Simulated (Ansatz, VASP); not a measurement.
Ta2Mo in VASP and in Ansatz

Contents of INCAR:

```
ALGO = Fast ; EDIFF = 1E-7
EDIFFG = -0.01 ; ENCUT = 600
GGA = PE ; IBRION = 2
ISIF = 3 ; ISMEAR = 0
LASPH = T ; LCHARG = F
LREAL = F ; LWAVE = F
NELM = 60 ; NSW = 100
PREC = Accurate ; SIGMA = 0.1
```

The input KPOINTS:

```
k-points
0
Gamma
  8 8 8
```

POSCAR

```
Ta2Mo
1.0
    5.3956044175      0.0000000000      0.0000000000
    0.0000000000      5.3956044175      0.0000000000
    0.0000000000      0.0000000000      5.3956044175
Ta Mo
4 2
Direct
    0.2500000000      0.2500000000      0.2500000000
    0.2500000000      0.7500000000      0.7500000000
    0.7500000000      0.7500000000      0.2500000000
    0.7500000000      0.2500000000      0.7500000000
    0.0000000000      0.0000000000      0.0000000000
    0.5000000000      0.5000000000      0.5000000000
```

Input for Ansatz:

```yaml
crystal:
  lattice:
    - [5.3956044175, 0.0, 0.0]
    - [0.0, 5.3956044175, 0.0]
    - [0.0, 0.0, 5.3956044175]
  atoms:
    - { symbol: Ta, position: [0.25, 0.25, 0.25] }
    - { symbol: Ta, position: [0.25, 0.75, 0.75] }
    - { symbol: Ta, position: [0.75, 0.75, 0.25] }
    - { symbol: Ta, position: [0.75, 0.25, 0.75] }
    - { symbol: Mo, position: [0.0, 0.0, 0.0] }
    - { symbol: Mo, position: [0.5, 0.5, 0.5] }
basis:
  ecutwfc: 420
kpoints:
  mp_grid: { grid: [8, 8, 8] }
hamiltonian:
  xc: pbe
scf:
  occupations: { method: gaussian, width: 0.1 }
output:
  forces: true
  stress: true
  eigenvalues: true
relax:
  adjacent_minimum: "off"
  f_tol: 0.01
  max_steps: 80
  cell: { stress_tol: 0.05 }
```

Alike in both runs: task relaxation of cell and atoms; functional PBE; k mesh 8 × 8 × 8; occupations gaussian, width 0.1 eV; no spin polarisation.

|  | VASP | Ansatz |
| --- | --- | --- |
| version | VASP 6.6.1 | Ansatz 0.2.0 |
| potentials or method | VASP PAW PBE potentials, release 64 (Ta_pv, Mo_sv), cutoff 600 eV | scalar-relativistic, plane waves, PAW |
| valence electrons in the cell | 72 | 80 |

VASP gave:

* gap on the k mesh at the Fermi level, each at its own relaxed structure (eV): none
* relaxed volume (Å³/atom): 26.45
* relaxed cell length with the largest relative difference (Å): 5.414

**Question.** Estimate Ansatz's values.

**Answer.** gap on the k mesh at the Fermi level, each at its own relaxed structure (eV): none; relaxed volume (Å³/atom): 26.32; relaxed cell length with the largest relative difference (Å): 5.405.

A gap of «none» marks a metal or a gap that the smearing closes. VASP's potentials hold 72 valence electrons a cell and Ansatz's 80, so a difference there can come from the potentials and not from the codes.

Spin-orbit coupling is off throughout.
